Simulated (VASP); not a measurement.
# Cu (P6_3/mmc) in VASP: further runs

Aim: see how the results for Cu move with the level of theory and the settings. Levels: r2SCAN, LDA, PBEsol. Tasks: single point.

Everything below comes from runs of VASP 6.6.1. Logs are shortened: lines on timing, memory, paths and dates and some standing lists are left out, and cuts for length are marked.

## (1) The cell of the first run

The structure is hexagonal, space group P6_3/mmc (No. 194). The conventional cell has a = 2.584 Å, b = 2.584 Å, c = 4.193 Å, α = 90.00°, β = 90.00°, γ = 120.00°. Within 3.4 Å of Cu (site symmetry -6m2) lie 12 Cu at 2.57 to 2.58 Å.

## (2) Single point, r2SCAN

Contents of POSCAR:

```
Cu
1.0
    2.5837974578      0.0000000000      0.0000000000
   -1.2918987289      2.2376342367      0.0000000000
    0.0000000000      0.0000000000      4.1932301247
Cu
2
Direct
    0.6666666667      0.3333333333      0.7500000000
    0.3333333333      0.6666666667      0.2500000000
```

Contents of INCAR.step1:

```
PREC = Accurate
ENCUT = 520
ISMEAR = -1
SIGMA = 0.05
LREAL = F
LASPH = T
NELM = 60
NBANDS = 18
GGA = PE
ALGO = Normal
EDIFF = 1E-4
LWAVE = T
LCHARG = F
```

Contents of INCAR.step2:

```
PREC = Accurate
ENCUT = 520
EDIFF = 1E-7
ISMEAR = -1
SIGMA = 0.05
LREAL = F
LASPH = T
NELM = 60
ALGO = Normal
ISIF = 2
LWAVE = F
LCHARG = T
METAGGA = R2SCAN
LMIXTAU = T
LELF = T
LVHAR = T
NBANDS = 18
ISTART = 1
```

Contents of KPOINTS:

```
Automatic mesh
0
Gamma
  12 12 7
```

Potentials or basis: VASP PAW PBE potentials, release 64 (Cu).

Command:

```
> cat potpaw_PBE.64/Cu/POTCAR > POTCAR
> cp INCAR.step1 INCAR
> mpirun -np 1 vasp_std > vasp.out
> cp INCAR.step2 INCAR
> mpirun -np 1 vasp_std > vasp.out
```

OUTCAR:

```text
PREC = Accurate
   ENCUT = 520
   EDIFF = 1E-7
   ISMEAR = -1
   LREAL = F
   LASPH = T
   NELM = 60
   ISIF = 2
   METAGGA = R2SCAN
   ISTART = 1

 ion  position               nearest neighbor table
   1  0.667  0.333  0.750-   2 2.57   2 2.57   2 2.57   2 2.57   2 2.57   2 2.57
   2  0.333  0.667  0.250-   1 2.57   1 2.57   1 2.57   1 2.57   1 2.57   1 2.57

  LATTYP: Found a hexagonal cell.
 ALAT       =     2.5837974578
 C/A-ratio  =     1.6228942838

  Lattice vectors:

 A1 = (   2.5837974578,   0.0000000000,   0.0000000000)
 A2 = (  -1.2918987289,   2.2376342367,   0.0000000000)
 A3 = (   0.0000000000,   0.0000000000,   4.1932301247)

Analysis of symmetry for initial positions (statically):
=====================================================================
 Subroutine PRICEL returns:
 Original cell was already a primitive cell.

 Routine SETGRP: Setting up the symmetry group for a
 hexagonal supercell.

 Subroutine GETGRP returns: Found 24 space group operations
 (whereof 12 operations were pure point group operations)
 out of a pool of 24 trial point group operations.

The static configuration has the point symmetry D_3d.
 The point group associated with its full space group is D_6h.

Analysis of symmetry for dynamics (positions and initial velocities):
=====================================================================
 Subroutine PRICEL returns:
 Original cell was already a primitive cell.

 Routine SETGRP: Setting up the symmetry group for a
 hexagonal supercell.

 Subroutine GETGRP returns: Found 24 space group operations
 (whereof 12 operations were pure point group operations)
 out of a pool of 24 trial point group operations.

The dynamic configuration has the point symmetry D_3d.
 The point group associated with its full space group is D_6h.

 Subroutine INISYM returns: Found 24 space group operations
 (whereof 12 operations are pure point group operations),
 and found     1 'primitive' translations

----------------------------------------------------------------------------------------

                                     Primitive cell

  volume of cell :      24.2436

  direct lattice vectors                    reciprocal lattice vectors
     2.583797458  0.000000000  0.000000000     0.387027240  0.223450281  0.000000000
    -1.291898729  2.237634237  0.000000000     0.000000000  0.446900563  0.000000000
     0.000000000  0.000000000  4.193230125     0.000000000  0.000000000  0.238479637

  length of vectors
[... 75 lines left out ...]
   ICHARG =      0    charge: 1-file 2-atom 10-const
   ISPIN  =      1    spin polarized calculation?
   LNONCOLLINEAR =      F non collinear calculations
   LSORBIT =      F    spin-orbit coupling
   LASPH  =      T    aspherical Exc in radial PAW
   ENCUT  =  520.0 eV  38.22 Ry    6.18 a.u.   4.80  4.80  7.80*2*pi/ulx,y,z
   NELM   =     60;   NELMIN=  2; NELMDL=  0     # of ELM steps
   EDIFF  = 0.1E-06   stopping-criterion for ELM
   LREAL  =      F    real-space projection
   EDIFFG = 0.1E-05   stopping-criterion for IOM
   NSW    =      0    number of steps for IOM
   IBRION =     -1    ionic relax: 0-MD 1-quasi-New 2-CG
   NFREE  =      0    steps in history (QN), initial steepest desc. (CG)
   ISIF   =      2    stress and relaxation
   ISYM   =      2    0-nonsym 1-usesym 2-fastsym
   POTIM  = 0.5000    time-step for ionic-motion
   TEBEG  =    0.0;   TEEND  =   0.0 temperature during run
   PSTRESS=    0.0 pullay stress
   NELECT =      22.0000    total number of electrons
   NUPDOWN=      -1.0000    fix difference up-down
   EMIN   =  10.00;   EMAX   =-10.00  energy-range for DOS
   EFERMI =   0.00;   METHOD = LEGACY
   ISMEAR =    -1;   SIGMA  =   0.05  broadening in eV -4-tet -1-fermi 0-gaus
   EFERMI_NEDOS =   21; number of points for ismear=-14 and -15
   IALGO  =     38    algorithm
   IMIX   =      4    mixing-type and parameters
     AMIX     =   0.40;   BMIX     =  1.00
     AMIX_MAG =   1.60;   BMIX_MAG =  1.00
  volume/ion in A,a.u.               =      12.12        81.80
  Fermi-wavevector in a.u.,A,eV,Ry     =   1.584955  2.995131 34.178961  2.512083
  Thomas-Fermi vector in A             =   2.684494
   LORBIT       =      0    0 simple, 1 ext, 2 COOP (PROOUT), +10 PAW based schemes
   METAGGA = R2SCAN    functional components
   LHFCALC =     F    Hartree Fock is set to
   AEXX    =    0.0000 exact exchange contribution
   IVDW    =     0    specifies the selected vdW correction
   LEPSILON=     F    determine dielectric tensor
   LRPA    =     F    only Hartree local field effects (RPA)
 non-spin polarized calculation
  energy-cutoff  :      520.00
  volume of cell :       24.24
 maximum number of plane-waves:       668
 NGX is ok and might be reduce to    20
   NGX =  9   NGY =  9   NGZ = 15

 number of electron      22.0000017 magnetization

 Free energy of the ion-electron system (eV)
  ---------------------------------------------------
  ext. energy  EPLUGINS =         0.00000000
  ---------------------------------------------------
  free energy    TOTEN  =       -21.59538293 eV

  energy without entropy =      -21.58752185  energy(sigma->0) =      -21.59145239

 E-fermi :   7.0347     XC(G=0): -13.5681

 val. band max:        7.0267564795   @ k =   0.2500   0.2500   0.2857
 cond. band min:       7.0590813833   @ k =   0.5000  -0.0000   0.0000
 fundamental gap:      0.0323249038
 Fermi energy:         7.0347045149

 k-point     1 :       0.0000    0.0000    0.0000
  band No.  band energies     occupation
      1      -2.3800      2.00000
      2       2.0123      2.00000
      3       4.0487      2.00000
      4       4.0864      2.00000
      5       4.0866      2.00000
      6       4.2930      2.00000
[... 481 lines left out ...]
      5       4.0934      2.00000
      6       4.1499      2.00000
[... 10 lines left out ...]
     17      24.8920      0.00000
     18      27.0487      0.00000

 [... further k-points ...]
[... 5 lines left out ...]
  --------------------------------------------------------------------------------------
  -------------------------------------------------------------------------------------
  Total       -1.0837680     -1.0837680     -1.0915016      0.0000000     -0.0000000      0.0000000
  in kB      -71.6226908    -71.6226908    -72.1337835      0.0000000     -0.0000000      0.0000000
  external PRESSURE =     -71.7930550 kB  Pullay stress =       0.0000000 kB

 VOLUME and BASIS-vectors are now :
 -----------------------------------------------------------------------------
  energy-cutoff  :      520.00
  volume of cell :       24.24
      direct lattice vectors                 reciprocal lattice vectors
     2.583797458  0.000000000  0.000000000     0.387027240  0.223450281  0.000000000
    -1.291898729  2.237634237  0.000000000     0.000000000  0.446900563  0.000000000
     0.000000000  0.000000000  4.193230125     0.000000000  0.000000000  0.238479637

 POSITION                                       TOTAL-FORCE (eV/Angst)
 -----------------------------------------------------------------------------------
      1.29190      0.74588      3.14492        -0.000000      0.000000      0.000000
     -0.00000      1.49176      1.04831         0.000000      0.000000      0.000000
 -----------------------------------------------------------------------------------
    total drift:                               -0.000000      0.000000     -0.000000

  FREE ENERGIE OF THE ION-ELECTRON SYSTEM (eV)
  ---------------------------------------------------
  free  energy   TOTEN  =       -21.5953829312 eV

  energy  without entropy=      -21.5875218453  energy(sigma->0) =      -21.59145239
```

OUTCAR.step1:

```text
PREC = Accurate
   ENCUT = 520
   ISMEAR = -1
   LREAL = F
   LASPH = T
   NELM = 60
[... 726 lines left out ...]
 -----------------------------------------------------------------------------------
      1.29190      0.74588      3.14492        -0.000000     -0.000000      0.000000
     -0.00000      1.49176      1.04831         0.000000      0.000000      0.000000
 -----------------------------------------------------------------------------------
    total drift:                               -0.000000      0.000000     -0.000000

  FREE ENERGIE OF THE ION-ELECTRON SYSTEM (eV)
  ---------------------------------------------------
  free  energy   TOTEN  =        -7.4283774547 eV

  energy  without entropy=       -7.4199779724  energy(sigma->0) =       -7.42417771
```

Wall time 55 s (1 thread of Intel Xeon 6975P-C (Granite Rapids), shared host); peak memory 0.15 GiB.

What came out:

```yaml
Free_energy: -21.5954 eV
Pressure: -7.2 GPa
Band_gap_on_the_k_mesh: zero (band 11 reaches 11.15 eV, above the bottom of band 12 at 5.14 eV)
```

Levels at points of the mesh, in eV from the Fermi level:
```tsv
k point	band 7	band 8	band 9	band 10	band 11	band 12	band 13	band 14	band 15	band 16
(0.00, 0.00, 0.00)	-2.74	-2.50	-2.49	-1.75	-1.75	-0.86	3.98	21.90	22.26	22.26
(0.50, 0.00, 0.00)	-2.70	-1.66	-1.61	-1.57	0.02	1.61	8.06	8.52	10.92	11.35
```

Caveat: the PAW data sets were made with another functional, which shifts forces and pressure a little.

## (3) Single point, LDA (volume scaled by 0.98)

Contents of INCAR:

```
SYSTEM = Cu
PREC = Accurate ; ENCUT = 520
EDIFF = 1E-6 ; ISMEAR = -1
SIGMA = 0.05 ; LREAL = .FALSE.
LASPH = .TRUE. ; NELM = 80
ALGO = Fast ; ISIF = 2
LWAVE = .FALSE. ; LCHARG = .FALSE.
GGA = CA ; NBANDS = 18
```

Contents of KPOINTS:

```
regular mesh
0
G
  12 12 7
  0 0 0
```

Contents of POSCAR:

```
Cu
1.0
    2.5170887971      0.0000000000      0.0000000000
   -1.2585443986      2.1798628419      0.0000000000
    0.0000000000      0.0000000000      4.0849690207
Cu
2
Direct
    0.6666666667      0.3333333333      0.7500000000
    0.3333333333      0.6666666667      0.2500000000
```

Potentials or basis: VASP PAW LDA potentials, release 64 (Cu).

Command:

```
> cat potpaw_LDA.64/Cu/POTCAR > POTCAR
> mpirun -np 1 vasp_std > vasp.out
```

Wall time 22 s (1 thread of Intel Xeon 6975P-C, shared host); peak memory 0.14 GiB.

The run converged. Its results:

| Item | Value |
| --- | --- |
| Free energy | -9.3778 eV |
| Pressure | -3.6 GPa |
| Band gap on the k mesh | zero (band 11 reaches 12.10 eV, above the bottom of band 12 at 6.03 eV) |

Stress tensor (GPa, compression positive):
```
-3.71  0.00  0.00
 0.00 -3.71  0.00
 0.00  0.00 -3.43
```

Levels at points of the mesh, in eV from the Fermi level:
| k point | band 7 | band 8 | band 9 | band 10 | band 11 | band 12 | band 13 | band 14 | band 15 | band 16 |
| --- | --- | --- | --- | --- | --- | --- | --- | --- | --- | --- |
| (0.00, 0.00, 0.00) | -2.89 | -2.60 | -2.60 | -1.77 | -1.77 | -1.03 | 4.13 | 21.85 | 22.32 | 22.32 |
| (0.50, 0.00, 0.00) | -2.85 | -1.68 | -1.61 | -1.57 | 0.03 | 1.67 | 8.06 | 8.48 | 11.15 | 11.55 |

## (4) Single point, PBEsol (volume scaled by 0.98)

Contents of INCAR:

```
PREC = Accurate
ENCUT = 520
EDIFF = 1E-6
ISMEAR = -1
SIGMA = 0.05
LREAL = F
LASPH = T
NELM = 100
ALGO = Fast
ISIF = 2
LWAVE = F
LCHARG = F
GGA = PS
NBANDS = 18
```

Contents of KPOINTS:

```
Automatic mesh
0
Gamma
  12 12 7
```

POSCAR is that of step 3.

Potentials or basis: VASP PAW PBE potentials, release 64 (Cu).

Command:

```
> cat potpaw_PBE.64/Cu/POTCAR > POTCAR
> mpirun -np 1 vasp_std > vasp.out
```

It took 23 s on 1 thread of Intel Xeon 6975P-C, shared host; peak memory 0.15 GiB.

It converged, with:

```yaml
Free_energy: -8.5840 eV
Pressure: 2.6 GPa
Band_gap_on_the_k_mesh: zero (band 11 reaches 12.13 eV, above the bottom of band 12 at 6.12 eV)
```

Stress tensor (GPa, compression positive):
```
2.47 0.00 0.00
0.00 2.47 0.00
0.00 0.00 2.93
```

Levels at points of the mesh, in eV from the Fermi level:
```tsv
k point	band 9	band 10	band 11	band 12	band 13	band 14
(0.00, 0.00, 0.00)	-2.56	-1.73	-1.73	-1.09	4.15	21.73
(0.50, 0.00, 0.00)	-1.57	-1.53	0.02	1.68	8.05	8.50
```

Caveat: the PAW data sets were made with another functional, which shifts forces and pressure a little.

## (5) Overview

| level | potentials or basis | cell | gap on the mesh (eV) | pressure (GPa) |
| --- | --- | --- | --- | --- |
| r2SCAN | VASP PAW PBE potentials, release 64 (Cu) | a = 2.584, b = 2.584, c = 4.193 Å, angles 90.0, 90.0, 120.0°, 2 atoms | none | -7.2 |
| LDA | VASP PAW LDA potentials, release 64 (Cu) | a = 2.517, b = 2.517, c = 4.085 Å, angles 90.0, 90.0, 120.0°, 2 atoms | none | -3.6 |
| PBEsol | VASP PAW PBE potentials, release 64 (Cu) | a = 2.517, b = 2.517, c = 4.085 Å, angles 90.0, 90.0, 120.0°, 2 atoms | none | 2.6 |

Alike in all rows: task single point; no spin polarisation; k mesh 12 × 12 × 7; cutoff (eV) 520; smearing fermi-dirac 0.05 eV.

Caveats: the PAW data sets were made with another functional, which shifts forces and pressure a little (some runs).

Absolute energies hang on the potentials; compare differences alone.
